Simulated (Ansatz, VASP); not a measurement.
# One calculation of Co, two programs

```
Co
1.0
     0.00000    1.83321    1.83321
     1.83321    0.00000    1.83321
     1.83321    1.83321    0.00000
Co
1
Direct
  0.00000 0.00000 0.00000
```

Alike in both runs: task single point; functional BLYP; k mesh 17 × 17 × 17; occupations fermi-dirac, width 0.05 eV; collinear spin.

|  | VASP | Ansatz |
| --- | --- | --- |
| version | VASP 6.6.1 | Ansatz 0.2.0 |
| potentials or method | VASP PAW PBE potentials, release 64 (Co), cutoff 520 eV | plane waves (420 eV) with PAW, scalar-relativistic |
| valence electrons in the cell | 9 | 17 |

VASP gave:

| Item | Value |
| --- | --- |
| pressure (GPa) | -12.0 |
| net moment per atom (μB) | 1.68 |
| size of the moment on the site where the two differ most (μB) | 1.71 |

Which values does Ansatz return?

Pressure (GPa): -12.1; net moment per atom (μB): 1.69; size of the moment on the site where the two differ most (μB): 1.76.

VASP's potentials were made for PBE, not for BLYP. Site moments also hang on the region over which each program counts them. VASP's potentials hold 9 valence electrons a cell and Ansatz's 17, so a difference there can come from the potentials and not from the codes.
